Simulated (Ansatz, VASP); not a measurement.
## Al: VASP beside Ansatz

```
Al
1.0
     4.58309    0.00000    0.00000
    -2.29155    3.96907    0.00000
     0.00000    0.00000    2.76933
Al
3
Direct
  0.00000 0.00000 0.00000
  0.33333 0.66667 0.50000
  0.66667 0.33333 0.50000
```

Alike in both runs: functional PBEsol; k mesh 12 × 12 × 16; occupations gaussian, width 0.1 eV; no spin polarisation.

Ansatz relaxed the structure, and its values are those at the end. VASP's run is a single point on that final structure, the one shown.

|  | VASP | Ansatz |
| --- | --- | --- |
| version | VASP 6.6.1 | Ansatz 0.2.0 |
| potentials or method | VASP PAW PBE potentials, release 64 (Al), cutoff 520 eV | scalar-relativistic, plane waves, PAW |
| valence electrons in the cell | 9 | 9 |

|  | VASP | Ansatz | Ansatz less VASP |
| --- | --- | --- | --- |
| gap on the k mesh at the Fermi level (eV) | none | none | - |
| pressure (GPa) | 0.1 | 0.0 | -0.06 |

VASP's potentials were made for PBE, not for PBEsol. A gap of «none» marks a metal or a gap that the smearing closes.
